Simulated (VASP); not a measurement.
The system is AlN.

```
CELL_PARAMETERS angstrom
3.10669 0.07767 0.00000
-1.48608 2.65164 0.00000
0.00000 0.00000 4.97859
ATOMIC_POSITIONS crystal
Al 0.33082 0.66674 0.99668
Al 0.66918 0.33326 0.49668
N 0.32564 0.66736 0.37832
N 0.67436 0.33264 0.87832
```

This cell differs from its parent crystal: shear xy strain +5.0%.

Base run:

```yaml
Program: VASP 6.6.1
Functional: r2SCAN
Potentials_or_basis: VASP PAW PBE potentials, release 64 (Al, N)
Cutoff: 520 eV
k_mesh: 12 × 12 × 6
Occupations: gaussian, width 0.01 eV
Spin: no spin polarisation
```

Its results: band gap on the k mesh 4.90 eV, direct; pressure -0.4 GPa; largest force 0.003 eV/Å.

**Question.** The run is repeated on the same cell with these changes: functional from r2SCAN to PBE; occupations from gaussian, width 0.01 eV to fermi-dirac, width 0.02 eV. What comes out?

**Answer.** Band gap on the k mesh 4.22 eV, direct; pressure 4.4 GPa; largest force 0.030 eV/Å.

Caveats: the PAW data sets were made with another functional, which shifts forces and pressure a little (some runs).

A k mesh can miss the band edges.
